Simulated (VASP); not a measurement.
A run of VASP 6.6.1 is set up as follows.

File INCAR:

```
  PREC = Accurate
  ENCUT = 520
  EDIFF = 1E-6
  ISMEAR = -1
  SIGMA = 0.08
  LREAL = F
  LASPH = T
  NELM = 100
  ALGO = Normal
  ISIF = 2
  LWAVE = F
  LCHARG = T
  GGA = PE
  LELF = T
  LVHAR = T
  NBANDS = 16
```

Contents of KPOINTS:

```
regular mesh
0
Gamma
  7 7 7
```

The input POSCAR:

```
Rb
1.0
    0.0000000000      3.9896024360      3.9896024360
    3.9896024360      0.0000000000      3.9896024360
    3.9896024360      3.9896024360      0.0000000000
Rb
2
Direct
   -0.1250000000     -0.1250000000     -0.1250000000
    0.1250000000      0.1250000000      0.1250000000
```

Potentials or basis: VASP PAW PBE potentials, release 64 (Rb_sv).

The run is started by

```bash
$ cat potpaw_PBE.64/Rb_sv/POTCAR > POTCAR
$ mpirun -np 1 vasp_std > vasp.out
```

**Question.** What does it give for the band gap on the k mesh?

**Answer.** Zero (bands 9 and 10 overlap by 0.08 eV).

**Question.** Predict the pressure.

**Answer.** 2.7 GPa.
